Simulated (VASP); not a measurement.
# BaBCl3 (P6/mmm) in VASP: notebook

Runs on BaBCl3. Level: PBE. Tasks: single point.

Program: VASP 6.6.1. These are calculated values, not measurements. Logs are shortened: lines on timing, memory, paths and dates and some standing lists are left out, and cuts for length are marked.

**1. The cell of the first run**

Symmetry: P6/mmm, No. 191, hexagonal system. Conventional cell: a = 5.178 Å, b = 5.178 Å, c = 6.840 Å, α = 90.00°, β = 90.00°, γ = 120.00°. Within 3.4 Å of Ba (site symmetry 6/mmm) lie 6 Cl at 2.59 Å. B (site symmetry 6/mmm) has 2 Ba at 3.42 Å and 12 Cl at 4.29 Å within 4.5 Å. Within 3.4 Å of Cl (site symmetry mmm) lie 4 Cl at 2.59 Å and 2 Ba at 2.59 Å.

**2. Single point, PBE**

The input, INCAR:

```
ALGO = Normal
EDIFF = 1E-6
ENCUT = 520
GGA = PE
ISIF = 2
ISMEAR = 0
LASPH = T
LCHARG = T
LELF = T
LREAL = F
LVHAR = T
LWAVE = F
NBANDS = 25
NELM = 80
PREC = Accurate
SIGMA = 0.1
```

The input, KPOINTS:

```
k-points
0
Gamma
  6 6 4
```

The input, POSCAR:

```
BaBCl3
1.0
    5.1782910700      0.0000000000      0.0000000000
   -2.5891455300      4.4845316100      0.0000000000
    0.0000000000      0.0000000000      6.8395244300
Ba B Cl
1 1 3
Direct
    0.0000000000      0.0000000000      0.5000000000
    0.0000000000      0.0000000000      0.0000000000
    0.5000000000      0.0000000000      0.5000000000
    0.0000000000      0.5000000000      0.5000000000
    0.5000000000      0.5000000000      0.5000000000
```

Potentials or basis: VASP PAW PBE potentials, release 64 (Ba_sv, B, Cl).

Launch:

```console
> cat potpaw_PBE.64/Ba_sv/POTCAR potpaw_PBE.64/B/POTCAR potpaw_PBE.64/Cl/POTCAR > POTCAR
> mpirun -np 1 vasp_std > vasp.out
```

OUTCAR:

```text
EDIFF = 1E-6
   ENCUT = 520
   GGA = PE
   ISIF = 2
   ISMEAR = 0
   LASPH = T
   LREAL = F
   NELM = 80
   PREC = Accurate

 ion  position               nearest neighbor table
   1  0.000  0.000  0.500-   4 2.59   4 2.59   5 2.59   5 2.59   3 2.59   3 2.59   2 3.42   2 3.42

   2  0.000  0.000  0.000-   1 3.42   1 3.42
   3  0.500  0.000  0.500-   5 2.59   5 2.59   4 2.59   4 2.59   1 2.59   1 2.59
   4  0.000  0.500  0.500-   1 2.59   1 2.59   3 2.59   3 2.59   5 2.59   5 2.59
   5  0.500  0.500  0.500-   3 2.59   3 2.59   1 2.59   1 2.59   4 2.59   4 2.59

  LATTYP: Found a hexagonal cell.
 ALAT       =     5.1782910700
 C/A-ratio  =     1.3208072581

  Lattice vectors:

 A1 = (   5.1782910700,   0.0000000000,   0.0000000000)
 A2 = (  -2.5891455300,   4.4845316100,   0.0000000000)
 A3 = (   0.0000000000,   0.0000000000,   6.8395244300)

Analysis of symmetry for initial positions (statically):
=====================================================================
 Subroutine PRICEL returns:
 Original cell was already a primitive cell.

 Routine SETGRP: Setting up the symmetry group for a
 hexagonal supercell.

 Subroutine GETGRP returns: Found 24 space group operations
 (whereof 24 operations were pure point group operations)
 out of a pool of 24 trial point group operations.

The static configuration has the point symmetry D_6h.

Analysis of symmetry for dynamics (positions and initial velocities):
=====================================================================
 Subroutine PRICEL returns:
 Original cell was already a primitive cell.

 Routine SETGRP: Setting up the symmetry group for a
 hexagonal supercell.

 Subroutine GETGRP returns: Found 24 space group operations
 (whereof 24 operations were pure point group operations)
 out of a pool of 24 trial point group operations.

The dynamic configuration has the point symmetry D_6h.

 Subroutine INISYM returns: Found 24 space group operations
 (whereof 24 operations are pure point group operations),
 and found     1 'primitive' translations

----------------------------------------------------------------------------------------

                                     Primitive cell

  volume of cell :     158.8289

  direct lattice vectors                    reciprocal lattice vectors
     5.178291070  0.000000000  0.000000000     0.193113903  0.111494364  0.000000000
    -2.589145530  4.484531610  0.000000000     0.000000000  0.222988728  0.000000000
     0.000000000  0.000000000  6.839524430     0.000000000  0.000000000  0.146208996

  length of vectors
     5.178291070  5.178291063  6.839524430     0.222988728  0.222988728  0.146208996

  position of ions in fractional coordinates (direct lattice)
     0.000000000  0.000000000  0.500000000
     0.000000000  0.000000000  0.000000000
     0.500000000  0.000000000  0.500000000
     0.000000000  0.500000000  0.500000000
     0.500000000  0.500000000  0.500000000

  ion indices of the primitive-cell ions
   primitive index   ion index
                 1           1
                 2           2
                 3           3
                 4           4
                 5           5

----------------------------------------------------------------------------------------

 KPOINTS: k-points

Automatic generation of k-mesh.
 Grid dimensions read from file:
 generate k-points for:    6    6    4

 Generating k-lattice:

  Cartesian coordinates                     Fractional coordinates (reciprocal lattice)
     0.032185651  0.018582394  0.000000000     0.166666667  0.000000000  0.000000000
     0.000000000  0.037164788  0.000000000     0.000000000  0.166666667  0.000000000
     0.000000000  0.000000000  0.036552249     0.000000000  0.000000000  0.250000000

  Length of vectors
     0.037164788  0.037164788  0.036552249

  Shift w.r.t. Gamma in fractional coordinates (k-lattice)
     0.000000000  0.000000000  0.000000000

 Subroutine IBZKPT returns following result:
 ===========================================

 Found     21 irreducible k-points:

 Following reciprocal coordinates:
            Coordinates               Weight
  0.000000  0.000000  0.000000      1.000000
  0.166667  0.000000  0.000000      6.000000
  0.333333  0.000000  0.000000      6.000000
  0.500000  0.000000  0.000000      3.000000
  0.166667  0.166667  0.000000      6.000000
  0.333333  0.166667  0.000000     12.000000
[... 13 lines left out ...]
  0.333333  0.166667  0.500000     12.000000
  0.333333  0.333333  0.500000      2.000000
   k-points           NKPTS =     21   k-points in BZ     NKDIM =     21   number of bands    NBANDS=     25
   number of dos      NEDOS =    301   number of ions     NIONS =      5
   total plane-waves  NPLWV =  86400
   dimension x,y,z NGX =    40 NGY =   40 NGZ =   54
   dimension x,y,z NGXF=    80 NGYF=   80 NGZF=  108
   ions per type =               1   1   3
   NGX,Y,Z   is equivalent  to a cutoff of  12.84, 12.84, 13.13 a.u.
   NGXF,Y,Z  is equivalent  to a cutoff of  25.68, 25.68, 26.25 a.u.
 SYSTEM =  unknown system
   PREC   = accura    normal or accurate (medium, high low for compatibility)
   ISTART =      0    job   : 0-new  1-cont  2-samecut
   ICHARG =      2    charge: 1-file 2-atom 10-const
   ISPIN  =      1    spin polarized calculation?
   LNONCOLLINEAR =      F non collinear calculations
   LSORBIT =      F    spin-orbit coupling
   LASPH  =      T    aspherical Exc in radial PAW
   ENCUT  =  520.0 eV  38.22 Ry    6.18 a.u.   9.63  9.63 12.72*2*pi/ulx,y,z
   NELM   =     80;   NELMIN=  2; NELMDL= -5     # of ELM steps
   EDIFF  = 0.1E-05   stopping-criterion for ELM
   LREAL  =      F    real-space projection
   EDIFFG = 0.1E-04   stopping-criterion for IOM
   NSW    =      0    number of steps for IOM
   IBRION =     -1    ionic relax: 0-MD 1-quasi-New 2-CG
   NFREE  =      0    steps in history (QN), initial steepest desc. (CG)
   ISIF   =      2    stress and relaxation
   ISYM   =      2    0-nonsym 1-usesym 2-fastsym
   POTIM  = 0.5000    time-step for ionic-motion
   TEBEG  =    0.0;   TEEND  =   0.0 temperature during run
   PSTRESS=    0.0 pullay stress
   NELECT =      34.0000    total number of electrons
   NUPDOWN=      -1.0000    fix difference up-down
   EMIN   =  10.00;   EMAX   =-10.00  energy-range for DOS
   EFERMI =   0.00;   METHOD = LEGACY
   ISMEAR =     0;   SIGMA  =   0.10  broadening in eV -4-tet -1-fermi 0-gaus
   EFERMI_NEDOS =   21; number of points for ismear=-14 and -15
   IALGO  =     38    algorithm
   IMIX   =      4    mixing-type and parameters
     AMIX     =   0.40;   BMIX     =  1.00
     AMIX_MAG =   1.60;   BMIX_MAG =  1.00
  volume/ion in A,a.u.               =      31.77       214.37
  Fermi-wavevector in a.u.,A,eV,Ry     =   0.979320  1.850647 13.048909  0.959068
  Thomas-Fermi vector in A             =   2.110164
   LORBIT       =      0    0 simple, 1 ext, 2 COOP (PROOUT), +10 PAW based schemes
   GGA     = PE    functional components
   LHFCALC =     F    Hartree Fock is set to
   AEXX    =    0.0000 exact exchange contribution
   IVDW    =     0    specifies the selected vdW correction
   LEPSILON=     F    determine dielectric tensor
   LRPA    =     F    only Hartree local field effects (RPA)
 non-spin polarized calculation
 Gauss-broadening in eV      SIGMA  =   0.10
  energy-cutoff  :      520.00
  volume of cell :      158.83
 maximum number of plane-waves:      4315
 NGX is ok and might be reduce to    40
   NGX = 19   NGY = 19   NGZ = 25

 number of electron      34.0000007 magnetization

 Free energy of the ion-electron system (eV)
  ---------------------------------------------------
  ext. energy  EPLUGINS =         0.00000000
  ---------------------------------------------------
  free energy    TOTEN  =        -8.40338986 eV

  energy without entropy =       -8.35102205  energy(sigma->0) =       -8.37720596

 E-fermi :   1.3703     XC(G=0):  -7.1542

 val. band max:        1.3679010087   @ k =   0.3333   0.1667   0.0000
 cond. band min:       1.3737282775   @ k =   0.5000   0.0000   0.2500
 fundamental gap:      0.0058272688
 Fermi energy:         1.3703479894

 k-point     1 :       0.0000    0.0000    0.0000
  band No.  band energies     occupation
      1     -25.2587      2.00000
      2     -16.1199      2.00000
      3     -13.8260      2.00000
      4     -13.8260      2.00000
      5     -12.0784      2.00000
      6     -12.0784      2.00000
[... 17 lines left out ...]
     24       6.5816      0.00000
     25       6.5817      0.00000

 k-point     2 :       0.1667    0.0000    0.0000
  band No.  band energies     occupation
      1     -25.2408      2.00000
      2     -16.2568      2.00000
      3     -14.2564      2.00000
      4     -14.1018      2.00000
      5     -11.5915      2.00000
      6     -11.2957      2.00000
[... 17 lines left out ...]
     24       6.8755      0.00000
     25       7.2278      0.00000

 k-point     3 :       0.3333    0.0000    0.0000
  band No.  band energies     occupation
      1     -25.2043      2.00000
      2     -16.5296      2.00000
      3     -14.7198      2.00000
      4     -14.4659      2.00000
      5     -10.7283      2.00000
      6     -10.4637      2.00000
[... 17 lines left out ...]
     24       7.1263      0.00000
     25       7.5445      0.00000

 k-point     4 :       0.5000    0.0000    0.0000
  band No.  band energies     occupation
      1     -25.1858      2.00000
      2     -16.6637      2.00000
      3     -14.8763      2.00000
      4     -14.6049      2.00000
      5     -10.4417      2.00000
      6     -10.2818      2.00000
[... 17 lines left out ...]
     24       7.2770      0.00000
     25       7.2870      0.00000

 k-point     5 :       0.1667    0.1667    0.0000
  band No.  band energies     occupation
      1     -25.2135      2.00000
      2     -16.4270      2.00000
      3     -14.9684      2.00000
      4     -14.0108      2.00000
      5     -11.0841      2.00000
      6     -10.4746      2.00000
[... 17 lines left out ...]
     24       7.2418      0.00000
     25       7.8375      0.00000

 k-point     6 :       0.3333    0.1667    0.0000
  band No.  band energies     occupation
      1     -25.1858      2.00000
      2     -16.5371      2.00000
      3     -15.5226      2.00000
      4     -13.9395      2.00000
      5     -10.4418      2.00000
      6     -10.3726      2.00000
[... 17 lines left out ...]
     24       7.1453      0.00000
     25       7.3741      0.00000
[... 309 lines left out ...]
 k-point    18 :       0.5000    0.0000    0.5000
  band No.  band energies     occupation
      1     -25.1857      2.00000
      2     -16.6636      2.00000
      3     -14.8762      2.00000
      4     -14.6048      2.00000
      5     -10.4566      2.00000
      6     -10.2817      2.00000
[... 17 lines left out ...]
     24       7.5789      0.00000
     25       7.8477      0.00000

 k-point    19 :       0.1667    0.1667    0.5000
  band No.  band energies     occupation
      1     -25.2135      2.00000
      2     -16.4268      2.00000
      3     -14.9683      2.00000
      4     -14.0107      2.00000
      5     -11.0839      2.00000
      6     -10.4900      2.00000
[... 17 lines left out ...]
     24       7.1245      0.00000
     25       7.7997      0.00000

 k-point    20 :       0.3333    0.1667    0.5000
  band No.  band energies     occupation
      1     -25.1858      2.00000
      2     -16.5369      2.00000
      3     -15.5225      2.00000
      4     -13.9394      2.00000
      5     -10.4567      2.00000
      6     -10.3725      2.00000
[... 17 lines left out ...]
     24       7.6150      0.00000
     25       7.8567      0.00000

 k-point    21 :       0.3333    0.3333    0.5000
  band No.  band energies     occupation
      1     -25.1765      2.00000
      2     -16.2091      2.00000
      3     -16.2091      2.00000
      4     -13.6361      2.00000
      5     -10.4455      2.00000
      6      -9.7762      2.00000
[... 17 lines left out ...]
     24       7.1692      0.00000
     25       7.9393      0.00000

------------------------ aborting loop because EDIFF is reached ----------------------------------------

  FORCE on cell =-STRESS in cart. coord.  units (eV):
  Direction    XX          YY          ZZ          XY          YZ          ZX
  --------------------------------------------------------------------------------------
  -------------------------------------------------------------------------------------
  Total       33.1530372     33.1530371     -1.0220417      0.0000000      0.0000000      0.0000000
  in kB      334.4294004    334.4293997    -10.3097881      0.0000004      0.0000000      0.0000000
  external PRESSURE =     219.5163373 kB  Pullay stress =       0.0000000 kB

 VOLUME and BASIS-vectors are now :
 -----------------------------------------------------------------------------
  energy-cutoff  :      520.00
  volume of cell :      158.83
      direct lattice vectors                 reciprocal lattice vectors
     5.178291070  0.000000000  0.000000000     0.193113903  0.111494364  0.000000000
    -2.589145530  4.484531610  0.000000000     0.000000000  0.222988728  0.000000000
     0.000000000  0.000000000  6.839524430     0.000000000  0.000000000  0.146208996

 POSITION                                       TOTAL-FORCE (eV/Angst)
 -----------------------------------------------------------------------------------
      0.00000      0.00000      3.41976         0.000000      0.000000      0.000000
      0.00000      0.00000      0.00000         0.000000      0.000000      0.000000
      2.58915      0.00000      3.41976         0.000000      0.000000      0.000000
     -1.29457      2.24227      3.41976         0.000000      0.000000      0.000000
      1.29457      2.24227      3.41976        -0.000000      0.000000      0.000000
 -----------------------------------------------------------------------------------
    total drift:                               -0.000000      0.000000     -0.000000

  FREE ENERGIE OF THE ION-ELECTRON SYSTEM (eV)
  ---------------------------------------------------
  free  energy   TOTEN  =        -8.4033898614 eV

  energy  without entropy=       -8.3510220515  energy(sigma->0) =       -8.37720596
```

Run time: 1.8 min. Hardware: 1 thread of Intel Xeon Platinum 8488C (Sapphire Rapids), shared host; peak memory 0.32 GiB.

Results:

| Item | Value |
| --- | --- |
| Free energy | -8.4034 eV |
| Pressure | 22.0 GPa |
| Band gap on the k mesh | zero (band 17 reaches 2.02 eV, above the bottom of band 18 at 1.01 eV) |

Caveat: spin-orbit coupling is left out, which moves the levels of the heavy elements.

**3. Single point, PBE**

This run uses another cell than the first one, of 43.27 Å³/atom, 1.362 times its volume.

The input, INCAR:

```
ALGO = Normal
EDIFF = 1E-6
ENCUT = 520
GGA = PE
ISIF = 2
ISMEAR = 0
LASPH = True
LCHARG = True
LELF = True
LREAL = False
LVHAR = True
LWAVE = False
NBANDS = 25
NELM = 80
PREC = Accurate
SIGMA = 0.1
```

The input, KPOINTS:

```
k-points
0
Gamma
  6 6 6
```

POSCAR: that of step 2 with these lines changed.

```diff
@@ -2,5 +2,5 @@
 1.0
-    5.1782910700      0.0000000000      0.0000000000
-   -2.5891455300      4.4845316100      0.0000000000
-    0.0000000000      0.0000000000      6.8395244300
+    6.2711806989      0.0000000000      0.0000000000
+   -3.1355903494      5.4310017969      0.0000000000
+    0.0000000000      0.0000000000      6.3519505943
 Ba B Cl
```

Potentials or basis: VASP PAW PBE potentials, release 64 (Ba_sv, B, Cl).

Launch:

```console
> cat potpaw_PBE.64/Ba_sv/POTCAR potpaw_PBE.64/B/POTCAR potpaw_PBE.64/Cl/POTCAR > POTCAR
> mpirun -np 1 vasp_std > vasp.out
```

Run time: 3 min. Hardware: 1 thread of Intel Xeon Platinum 8488C (Sapphire Rapids), shared host; peak memory 0.41 GiB.

The run converged. Its results:

| Item | Value |
| --- | --- |
| Free energy | -13.8274 eV |
| Pressure | 0.2 GPa |
| Band gap on the k mesh | zero (band 17 reaches -1.03 eV, above the bottom of band 18 at -1.63 eV) |

Stress tensor (GPa, compression positive):
```
0.29 0.00 0.00
0.00 0.29 0.00
0.00 0.00 0.01
```

Levels at points of the mesh, in eV from the Fermi level:
```tsv
k point	band 13	band 14	band 15	band 16	band 17	band 18	band 19	band 20	band 21	band 22
(0.00, 0.00, 0.00)	-1.27	-1.27	-0.86	0.22	0.22	0.50	0.50	0.52	4.27	4.27
(0.50, 0.00, 0.00)	-1.72	-1.63	-1.57	-1.32	0.00	0.33	0.46	0.50	4.65	5.23
(0.00, 0.00, 0.50)	-1.29	-1.29	-0.86	-0.61	0.22	0.22	0.30	0.30	5.07	5.07
(0.50, 0.00, 0.50)	-1.71	-1.64	-1.56	-1.38	-0.59	0.00	0.37	0.41	5.42	5.83
```

Caveat: spin-orbit coupling is left out, which moves the levels of the heavy elements.

**4. Single point, PBE**

This run uses another cell than the first one, of 44.39 Å³/atom, 1.397 times its volume.

The input, INCAR:

```
SYSTEM = BaBCl3
  PREC = Accurate
  ENCUT = 520
  EDIFF = 1E-6
  ISMEAR = 0
  SIGMA = 0.1
  LREAL = .FALSE.
  LASPH = .TRUE.
  NELM = 100
  ALGO = Normal
  ISIF = 2
  LWAVE = .FALSE.
  LCHARG = .FALSE.
  GGA = PE
  NBANDS = 25
```

The input, KPOINTS:

```
regular mesh
0
G
  6 6 4
  0 0 0
```

POSCAR: that of step 3 with these lines changed.

```diff
@@ -2,5 +2,5 @@
 1.0
-    6.2711806989      0.0000000000      0.0000000000
-   -3.1355903494      5.4310017969      0.0000000000
-    0.0000000000      0.0000000000      6.3519505943
+    6.2729138544     -0.0000000035      0.0000000000
+   -3.1364569242      5.4325027554      0.0000000000
+    0.0000000000      0.0000000000      6.5131318530
 Ba B Cl
```

Launch:

```console
> cat potpaw_PBE.64/Ba_sv/POTCAR potpaw_PBE.64/B/POTCAR potpaw_PBE.64/Cl/POTCAR > POTCAR
> mpirun -np 1 vasp_std > vasp.out
```

It took 1.9 min on 1 thread of Intel Xeon Platinum 8488C (Sapphire Rapids), shared host; peak memory 0.39 GiB.

The run converged. Its results:

* Free energy: -13.7731 eV
* Pressure: 0.2 GPa
* Band gap on the k mesh: zero (band 17 reaches -1.12 eV, above the bottom of band 18 at -1.72 eV)

Stress tensor (GPa, compression positive):
```
0.28 0.00 0.00
0.00 0.28 0.00
0.00 0.00 0.04
```

Levels at points of the mesh, in eV from the Fermi level:
| k point | band 15 | band 16 | band 17 | band 18 | band 19 | band 20 |
| --- | --- | --- | --- | --- | --- | --- |
| (0.00, 0.00, 0.00) | -0.86 | 0.22 | 0.22 | 0.52 | 0.57 | 0.57 |
| (0.50, 0.00, 0.00) | -1.56 | -1.31 | 0.00 | 0.40 | 0.50 | 0.54 |
| (0.00, 0.00, 0.50) | -0.86 | -0.47 | 0.23 | 0.23 | 0.40 | 0.40 |
| (0.50, 0.00, 0.50) | -1.56 | -1.36 | -0.44 | 0.00 | 0.47 | 0.48 |

Caveat: spin-orbit coupling is left out, which moves the levels of the heavy elements.

**5. The runs side by side**

| cell | k mesh | gap on the mesh (eV) | pressure (GPa) |
| --- | --- | --- | --- |
| a = 5.178, b = 5.178, c = 6.840 Å, angles 90.0, 90.0, 120.0°, 5 atoms | 6 × 6 × 4 | none | 22.0 |
| a = 6.271, b = 6.271, c = 6.352 Å, angles 90.0, 90.0, 120.0°, 5 atoms | 6 × 6 × 6 | none | 0.2 |
| a = 6.273, b = 6.273, c = 6.513 Å, angles 90.0, 90.0, 120.0°, 5 atoms | 6 × 6 × 4 | none | 0.2 |

Alike in all rows: task single point; level PBE; potentials or basis VASP PAW PBE potentials, release 64 (Ba_sv, B, Cl); no spin polarisation; cutoff (eV) 520; smearing gaussian 0.1 eV.

Caveats: spin-orbit coupling is left out, which moves the levels of the heavy elements.

Absolute energies hang on the potentials; compare differences alone.
